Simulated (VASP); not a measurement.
# Ta3Si5C5N3 in VASP: further runs

The runs below take Ta3Si5C5N3 through single point, with PBE.

All numbers are computed with VASP 6.6.1; they aren't measurements. Logs are shortened: lines on timing, memory, paths and dates and some standing lists are left out, and cuts for length are marked.

### 1 The cell of the first run

The cell holds a disordered packing, 16 atoms: a = 5.531 Å, b = 5.986 Å, c = 5.876 Å, α = 90.14°, β = 87.21°, γ = 96.12°.

### 2 Single point, PBE

File INCAR:

```
ALGO = Normal ; EDIFF = 1E-6
ENCUT = 520 ; GGA = PE
GGA_COMPAT = False ; ISIF = 2
ISMEAR = -1 ; ISYM = -1
LASPH = True ; LCHARG = False
LREAL = Auto ; LWAVE = False
NBANDS = 58 ; NELM = 120
PREC = Accurate ; SIGMA = 0.1379
```

File KPOINTS:

```
explicit points
1
Reciprocal
  0.25000000   0.25000000   0.25000000 1
```

File POSCAR:

```
Ta3Si5C5N3
1.0
    5.5208870000     -0.3069000000      0.1387320000
   -0.3069000000      5.9781400000     -0.0034560000
    0.1387320000     -0.0034560000      5.8739650000
Si C Ta N
5 5 3 3
Direct
    0.5758156582      0.6304897781      0.1395649982
    0.8116762626      0.4178861300      0.4564075106
    0.1838861710      0.5082720888      0.1247220050
    0.7235250685      0.4188528709      0.8200977493
    0.2849474472      0.0710945624      0.9415150369
    0.3615393097     -0.0014188899      0.5779118576
    0.1031417067      0.2070661551      0.1624058988
   -0.0006646978      0.6336151152      0.8654110109
    0.0586275022      0.6384490432      0.3981431570
    0.3116701264      0.2225990489      0.6289687940
    0.3888105395      0.5711662764      0.5274909685
    0.9976664790      0.9662606741      0.4527614875
    0.7526731502      0.0025104658      0.9593536606
    0.5207805638      0.8786280516      0.7062920207
    0.0714958099      0.8593971375      0.8010242349
   -0.1620746442      0.1885162785      0.2518556804
```

Potentials or basis: VASP PAW PBE potentials, release 64 (Si, C, Ta_pv, N).

Run with:

```console
cat potpaw_PBE.64/Si/POTCAR potpaw_PBE.64/C/POTCAR potpaw_PBE.64/Ta_pv/POTCAR potpaw_PBE.64/N/POTCAR > POTCAR
mpirun -np 1 vasp_std > vasp.out
```

OUTCAR:

```text
EDIFF = 1E-6
   ENCUT = 520
   GGA = PE
   ISIF = 2
   ISMEAR = -1
   ISYM = -1
   LASPH = True
   LREAL = Auto
   NELM = 120
   PREC = Accurate

 ion  position               nearest neighbor table
   1  0.576  0.630  0.140-   3 2.22   4 2.42  11 2.47  13 2.55   2 2.72
   2  0.812  0.418  0.456-   9 1.82  16 1.84   4 2.17  11 2.62   1 2.72   3 2.78  12 2.99  11 3.27
                            12 3.33
   3  0.184  0.508  0.125-   7 1.82   9 1.92   8 2.06   1 2.22  11 2.68   2 2.78   5 2.93
   4  0.724  0.419  0.820-   8 1.92   2 2.17   1 2.42  13 2.65  11 2.81   5 3.08
   5  0.285  0.071  0.942-   7 1.84  15 1.86  10 2.04   6 2.21  14 2.25  13 2.67   3 2.93  13 2.93
                             4 3.08  12 3.36  12 3.37
   6  0.362  0.999  0.578-  10 1.43  14 1.44  12 2.17   5 2.21  11 2.59
   7  0.103  0.207  0.162-  16 1.53   3 1.82   5 1.84  12 2.25  13 2.53
   8  0.999  0.634  0.865-  15 1.41   4 1.92   3 2.06  13 2.76
   9  0.059  0.638  0.398-   2 1.82   3 1.92  12 2.05  11 2.09
  10  0.312  0.223  0.629-   6 1.43   5 2.04  11 2.16  12 2.46
  11  0.389  0.571  0.527-   9 2.09  10 2.16  14 2.19   1 2.47   6 2.59   2 2.62   3 2.68   4 2.81
                             2 3.27  12 3.41
  12  0.998  0.966  0.453-   9 2.05  16 2.07   6 2.17  15 2.22   7 2.25  10 2.46   2 2.99  13 3.23
                            13 3.28   2 3.33   5 3.36   5 3.37  11 3.41
  13  0.753  0.003  0.959-  16 2.09  14 2.09  15 2.21   7 2.53   1 2.55   4 2.65   5 2.67   8 2.76
                             5 2.93  12 3.23  12 3.28
  14  0.521  0.879  0.706-   6 1.44  13 2.09  11 2.19   5 2.25
  15  0.071  0.859  0.801-   8 1.41   5 1.86  13 2.21  12 2.22
  16  0.838  0.189  0.252-   7 1.53   2 1.84  12 2.07  13 2.09

IMPORTANT INFORMATION: All symmetrisations will be switched off!
NOSYMM: (Re-)initialisation of all symmetry stuff for point group C_1.

----------------------------------------------------------------------------------------

                                     Primitive cell

  volume of cell :     193.2000

  direct lattice vectors                    reciprocal lattice vectors
     5.520887000 -0.306900000  0.138732000     0.181756601  0.009328367 -0.004287260
    -0.306900000  5.978140000 -0.003456000     0.009328367  0.167754930 -0.000121618
     0.138732000 -0.003456000  5.873965000    -0.004287260 -0.000121618  0.170343943

  length of vectors
     5.531150644  5.986013483  5.875604082     0.182046316  0.168014135  0.170397929

  position of ions in fractional coordinates (direct lattice)
     0.575815658  0.630489778  0.139564998
     0.811676263  0.417886130  0.456407511
     0.183886171  0.508272089  0.124722005
     0.723525069  0.418852871  0.820097749
     0.284947447  0.071094562  0.941515037
     0.361539310  0.998581110  0.577911858
     0.103141707  0.207066155  0.162405899
     0.999335302  0.633615115  0.865411011
     0.058627502  0.638449043  0.398143157
     0.311670126  0.222599049  0.628968794
     0.388810539  0.571166276  0.527490968
     0.997666479  0.966260674  0.452761487
     0.752673150  0.002510466  0.959353661
     0.520780564  0.878628052  0.706292021
     0.071495810  0.859397137  0.801024235
     0.837925356  0.188516279  0.251855680

  ion indices of the primitive-cell ions
   primitive index   ion index
                 1           1
                 2           2
                 3           3
                 4           4
                 5           5
                 6           6
                 7           7
                 8           8
                 9           9
                10          10
                11          11
                12          12
                13          13
                14          14
                15          15
                16          16

----------------------------------------------------------------------------------------

 KPOINTS: explicit points

Read explicit list of k-points.

 Found      1 k-points:

 Following reciprocal coordinates:
            Coordinates               Weight
  0.250000  0.250000  0.250000      1.000000
   k-points           NKPTS =      1   k-points in BZ     NKDIM =      1   number of bands    NBANDS=     58
   number of dos      NEDOS =    301   number of ions     NIONS =     16
   total plane-waves  NPLWV =  96768
   dimension x,y,z NGX =    42 NGY =   48 NGZ =   48
   dimension x,y,z NGXF=    84 NGYF=   96 NGZF=   96
   ions per type =               5   5   3   3
   NGX,Y,Z   is equivalent  to a cutoff of  12.62, 13.33, 13.58 a.u.
   NGXF,Y,Z  is equivalent  to a cutoff of  25.25, 26.66, 27.16 a.u.
 SYSTEM =  unknown system
   PREC   = accura    normal or accurate (medium, high low for compatibility)
   ISTART =      0    job   : 0-new  1-cont  2-samecut
   ICHARG =      2    charge: 1-file 2-atom 10-const
   ISPIN  =      1    spin polarized calculation?
   LNONCOLLINEAR =      F non collinear calculations
   LSORBIT =      F    spin-orbit coupling
   LASPH  =      T    aspherical Exc in radial PAW
   ENCUT  =  520.0 eV  38.22 Ry    6.18 a.u.  10.28 11.13 10.92*2*pi/ulx,y,z
   NELM   =    120;   NELMIN=  2; NELMDL= -5     # of ELM steps
   EDIFF  = 0.1E-05   stopping-criterion for ELM
   LREAL  =      T    real-space projection
   EDIFFG = 0.1E-04   stopping-criterion for IOM
   NSW    =      0    number of steps for IOM
   IBRION =     -1    ionic relax: 0-MD 1-quasi-New 2-CG
   NFREE  =      0    steps in history (QN), initial steepest desc. (CG)
   ISIF   =      2    stress and relaxation
   ISYM   =     -1    0-nonsym 1-usesym 2-fastsym
   POTIM  = 0.5000    time-step for ionic-motion
   TEBEG  =    0.0;   TEEND  =   0.0 temperature during run
   PSTRESS=    0.0 pullay stress
   NELECT =      88.0000    total number of electrons
   NUPDOWN=      -1.0000    fix difference up-down
   EMIN   =  10.00;   EMAX   =-10.00  energy-range for DOS
   EFERMI =   0.00;   METHOD = LEGACY
   ISMEAR =    -1;   SIGMA  =   0.14  broadening in eV -4-tet -1-fermi 0-gaus
   EFERMI_NEDOS =   21; number of points for ismear=-14 and -15
   IALGO  =     38    algorithm
   IMIX   =      4    mixing-type and parameters
     AMIX     =   0.40;   BMIX     =  1.00
     AMIX_MAG =   1.60;   BMIX_MAG =  1.00
  volume/ion in A,a.u.               =      12.07        81.49
  Fermi-wavevector in a.u.,A,eV,Ry     =   1.259602  2.380303 21.586967  1.586597
  Thomas-Fermi vector in A             =   2.393154
   LORBIT       =      0    0 simple, 1 ext, 2 COOP (PROOUT), +10 PAW based schemes
   GGA     = PE    functional components
   LHFCALC =     F    Hartree Fock is set to
   AEXX    =    0.0000 exact exchange contribution
   IVDW    =     0    specifies the selected vdW correction
   LEPSILON=     F    determine dielectric tensor
   LRPA    =     F    only Hartree local field effects (RPA)
 non-spin polarized calculation
  energy-cutoff  :      520.00
  volume of cell :      193.20
 maximum number of plane-waves:      5196
 NGX is ok and might be reduce to    42
   NGX = 21   NGY = 23   NGZ = 21

 number of electron      87.9999998 magnetization

 Free energy of the ion-electron system (eV)
  ---------------------------------------------------
  ext. energy  EPLUGINS =         0.00000000
  ---------------------------------------------------
  free energy    TOTEN  =      -126.07642975 eV

  energy without entropy =     -125.78448312  energy(sigma->0) =     -125.93045644

 E-fermi :   7.4768     XC(G=0): -11.3974

 val. band max:        7.2705948333   @ k =   0.2500   0.2500   0.2500
 cond. band min:       7.7034148926   @ k =   0.2500   0.2500   0.2500
 fundamental gap:      0.4328200593
 Fermi energy:         7.4767904164

 k-point     1 :       0.2500    0.2500    0.2500
  band No.  band energies     occupation
      1     -27.8970      2.00000
      2     -27.7806      2.00000
      3     -27.7170      2.00000
      4     -27.6950      2.00000
      5     -27.6652      2.00000
      6     -27.6453      2.00000
      7     -27.5636      2.00000
      8     -27.5291      2.00000
      9     -27.3975      2.00000
     10     -11.7490      2.00000
     11     -10.9991      2.00000
     12     -10.3146      2.00000
     13      -6.8019      2.00000
     14      -5.8483      2.00000
     15      -5.0617      2.00000
     16      -4.3245      2.00000
     17      -2.8194      2.00000
     18      -2.1881      2.00000
     19      -1.5684      2.00000
     20      -1.0810      2.00000
     21      -0.8396      2.00000
     22      -0.0989      2.00000
     23       0.3793      2.00000
     24       0.5669      2.00000
     25       0.7335      2.00000
     26       1.1030      2.00000
     27       1.4167      2.00000
     28       1.5723      2.00000
     29       2.3536      2.00000
     30       2.5680      2.00000
     31       2.9162      2.00000
     32       3.1923      2.00000
     33       3.4509      2.00000
     34       3.6338      2.00000
     35       3.8799      2.00000
     36       4.2466      2.00000
     37       4.6827      2.00000
     38       4.9555      2.00000
     39       5.1913      2.00000
     40       5.6473      2.00000
     41       6.2289      1.99977
     42       6.4329      1.99897
     43       6.6254      1.99584
     44       7.2706      1.63373
     45       7.7034      0.32401
     46       7.9973      0.04487
     47       8.4243      0.00207
     48       8.5708      0.00072
     49       9.0686      0.00002
     50       9.1818      0.00001
     51       9.6099      0.00000
     52       9.7909      0.00000
     53      10.1073      0.00000
     54      10.4350      0.00000
     55      10.6726      0.00000
     56      10.8499      0.00000
 [bands above 56 left out]

------------------------ aborting loop because EDIFF is reached ----------------------------------------

  FORCE on cell =-STRESS in cart. coord.  units (eV):
  Direction    XX          YY          ZZ          XY          YZ          ZX
  --------------------------------------------------------------------------------------
  -------------------------------------------------------------------------------------
  Total        8.3326910     -1.9695510     12.7555766      2.3023848      3.3792598     -5.7223475
  in kB       69.1017054    -16.3331785    105.7800044     19.0933175     28.0236738    -47.4545341
  external PRESSURE =      52.8495104 kB  Pullay stress =       0.0000000 kB

 VOLUME and BASIS-vectors are now :
 -----------------------------------------------------------------------------
  energy-cutoff  :      520.00
  volume of cell :      193.20
      direct lattice vectors                 reciprocal lattice vectors
     5.520887000 -0.306900000  0.138732000     0.181756601  0.009328367 -0.004287260
    -0.306900000  5.978140000 -0.003456000     0.009328367  0.167754930 -0.000121618
     0.138732000 -0.003456000  5.873965000    -0.004287260 -0.000121618  0.170343943

 POSITION                                       TOTAL-FORCE (eV/Angst)
 -----------------------------------------------------------------------------------
      3.00488      3.59196      0.89750         0.780058      0.272664     -0.819381
      4.41624      2.24750      2.79208        -0.583745      0.103640     -2.848754
      0.87653      2.98166      0.75637        -1.438073      1.700005     -0.901189
      3.97973      2.27908      4.91615        -0.826624     -0.478269      1.736936
      1.68196      0.33431      5.56971         0.928075      0.177496     -0.278013
      1.76973      5.85670      3.44134         2.313169      0.430692     -0.086076
      0.52842      1.20565      0.96756        -1.988701     -0.529112      0.368249
      5.44282      3.47815      5.21984         1.610352      0.748542      1.412634
      0.18297      3.79737      2.34461        -0.929821     -1.957628     -0.725137
      1.73964      1.23290      3.73701         0.083267     -1.134544     -0.041563
      2.04447      3.29336      3.15043         1.241793      1.160484      2.220987
      5.27427      5.46869      2.79457         1.904325      0.227101      1.503551
      4.28775     -0.21930      5.73962         0.287704      0.091431      1.734559
      2.70351      5.09029      4.21795        -0.875288     -0.324539     -3.779369
      0.24210      5.11289      4.71214        -2.799473     -1.692621      0.310575
      4.60318      0.86895      1.59499         0.292983      1.204659      0.191992
 -----------------------------------------------------------------------------------
    total drift:                                0.010318      0.007122     -0.002325

  FREE ENERGIE OF THE ION-ELECTRON SYSTEM (eV)
  ---------------------------------------------------
  free  energy   TOTEN  =      -126.0764297503 eV

  energy  without entropy=     -125.7844831201  energy(sigma->0) =     -125.93045644
```

Wall time 84 s (1 thread of Intel Xeon 8259CL, shared host); peak memory 0.3 GiB.

Results:

| Quantity | Value |
| --- | --- |
| Free energy | -126.0764 eV |
| Pressure | 5.3 GPa |
| Largest force | 3.893 eV/Å |

Forces on the atoms (eV/Å):
```
Si   0.780  0.273 -0.819
Si  -0.584  0.104 -2.849
Si  -1.438  1.700 -0.901
Si  -0.827 -0.478  1.737
Si   0.928  0.177 -0.278
C    2.313  0.431 -0.086
C   -1.989 -0.529  0.368
C    1.610  0.749  1.413
C   -0.930 -1.958 -0.725
C    0.083 -1.135 -0.042
Ta   1.242  1.160  2.221
Ta   1.904  0.227  1.504
Ta   0.288  0.091  1.735
N   -0.875 -0.325 -3.779
N   -2.799 -1.693  0.311
N    0.293  1.205  0.192
```

Caveat: the atoms stand as in a frame of molecular dynamics; spin-orbit coupling is left out, which moves the levels of the heavy elements.

### 3 Single point, PBE

File INCAR:

```
SYSTEM = Ta3Si5C5N3
ALGO = Normal
EDIFF = 1E-6
ENCUT = 520
GGA = PE
GGA_COMPAT = .False.
ISIF = 2
ISMEAR = -1
ISYM = -1
LASPH = .True.
LCHARG = .True.
LELF = .True.
LREAL = Auto
LVHAR = .True.
LWAVE = .False.
NBANDS = 58
NELM = 120
PREC = Accurate
SIGMA = 0.1379
```

KPOINTS is that of step 2.

File POSCAR:

```
Ta3Si5C5N3
1.0
    5.5208870000     -0.3069000000      0.1387320000
   -0.3069000000      5.9781400000     -0.0034560000
    0.1387320000     -0.0034560000      5.8739650000
Si C Ta N
5 5 3 3
Direct
    0.5220990468      0.5493203263      0.0626788900
    0.7463760035      0.4246178843      0.3803135095
    0.1186662372      0.5216614489      0.0950538618
    0.7685690635      0.4190632289      0.7973975261
    0.2686684855      0.0660867250      0.9821574489
    0.4126046526     -0.0548973587      0.5201203627
   -0.0110859733      0.2234298701      0.0952918774
    0.0388614535      0.6298668583      0.8338194887
    0.0264656762      0.5783273567      0.3884803643
    0.2949257002      0.1902097502      0.4779568371
    0.3291433077      0.5306435386      0.5816790183
    1.0072038521      0.9004188977      0.4821663804
    0.6952556729     -0.0311857680      0.9780517950
    0.5343054298      0.8335295608      0.6716065583
    0.0217411032      0.8690391598      0.8317183049
   -0.1576577325      0.1433536722      0.2918055526
```

Potentials or basis: VASP PAW PBE potentials, release 64 (Si, C, Ta_pv, N).

Run with:

```console
cat potpaw_PBE.64/Si/POTCAR potpaw_PBE.64/C/POTCAR potpaw_PBE.64/Ta_pv/POTCAR potpaw_PBE.64/N/POTCAR > POTCAR
mpirun -np 1 vasp_std > vasp.out
```

OUTCAR:

```text
SYSTEM = Ta3Si5C5N3
   EDIFF = 1E-6
   ENCUT = 520
   GGA = PE
   ISIF = 2
   ISMEAR = -1
   ISYM = -1
   LASPH = .True.
   LREAL = Auto
   NELM = 120
   PREC = Accurate

 ion  position               nearest neighbor table
   1  0.522  0.549  0.063-   4 2.22   3 2.22   2 2.45  13 2.63  11 3.07   5 3.12  11 3.18
   2  0.746  0.425  0.380-   9 1.72  16 1.88   1 2.45   4 2.46   7 2.48   3 2.61  11 2.68  12 3.12

[... 224 lines left out ...]
  Total       10.8619308     -2.0492247     11.5372033      1.7503487      5.8704230     -1.3841299
  in kB       90.0762956    -16.9939003     95.6762253     14.5153688     48.6825011    -11.4783734
  external PRESSURE =      56.2528735 kB  Pullay stress =       0.0000000 kB

 VOLUME and BASIS-vectors are now :
 -----------------------------------------------------------------------------
  energy-cutoff  :      520.00
  volume of cell :      193.20
      direct lattice vectors                 reciprocal lattice vectors
     5.520887000 -0.306900000  0.138732000     0.181756601  0.009328367 -0.004287260
    -0.306900000  5.978140000 -0.003456000     0.009328367  0.167754930 -0.000121618
     0.138732000 -0.003456000  5.873965000    -0.004287260 -0.000121618  0.170343943

 POSITION                                       TOTAL-FORCE (eV/Angst)
 -----------------------------------------------------------------------------------
      2.72256      3.12346      0.43871         0.047731      1.203843      1.234169
      4.04310      2.30805      2.33603        -2.300887     -2.921082      0.708408
      0.50823      3.08182      0.57300         1.093571     -1.380429      1.570695
      4.22520      2.26659      4.78906        -0.096276     -2.119297     -0.643530
      1.59926      0.30923      5.80620        -2.453755     -0.059990     -0.199517
      2.06005      5.52153      3.10914        -3.298893      0.974067      0.314242
[... 8 lines left out ...]
     -0.03129      5.18569      4.88550         1.077806     -0.472101     -0.624516
      4.64696      0.59747      1.83042        -0.810777      0.429145     -0.150918
 -----------------------------------------------------------------------------------
    total drift:                                0.006594     -0.000365     -0.016545

  FREE ENERGIE OF THE ION-ELECTRON SYSTEM (eV)
  ---------------------------------------------------
  free  energy   TOTEN  =      -126.1924718133 eV

  energy  without entropy=     -126.0246307517  energy(sigma->0) =     -126.10855128
```

stdout:

```text
POSCAR found type information on POSCAR SiC TaN
 POSCAR found :  4 types and      16 ions
 scaLAPACK will be used
 LDA part: xc-table for (Slater+PW92), standard interpolation
 POSCAR, INCAR and KPOINTS ok, starting setup
 FFT: planning ... GRIDC
 FFT: planning ... GRID_SOFT
 FFT: planning ... GRID
 WAVECAR not read
 entering main loop
```

It took 74 s on 1 thread of Intel Xeon 8259CL, shared host; peak memory 0.3 GiB.

What came out:

```yaml
Free_energy: -126.1925 eV
Pressure: 5.6 GPa
Largest_force: 4.825 eV/Å
```

Forces in eV/Å, atoms in the order of the input:
```
Si   0.048  1.204  1.234
Si  -2.301 -2.921  0.708
Si   1.094 -1.380  1.571
Si  -0.096 -2.119 -0.644
Si  -2.454 -0.060 -0.200
C   -3.299  0.974  0.314
C    0.059 -0.843 -1.384
C    0.129  0.591 -1.479
C    1.007  0.693 -1.252
C    1.881 -3.955  2.024
Ta   0.512 -0.618 -0.403
Ta   1.016  4.525  0.580
Ta   1.403  1.731  0.753
N    0.734  2.222 -1.048
N    1.078 -0.472 -0.625
N   -0.811  0.429 -0.151
```

Levels at points of the mesh, in eV from the Fermi level:
```tsv
k point	band 41	band 42	band 43	band 44	band 45	band 46	band 47	band 48
(0.25, 0.25, 0.25)	-1.42	-1.29	-0.71	-0.36	0.40	0.55	0.80	1.08
```

Caveat: the atoms stand as in a frame of molecular dynamics; spin-orbit coupling is left out, which moves the levels of the heavy elements.

(Continued in part 2 of 2.)
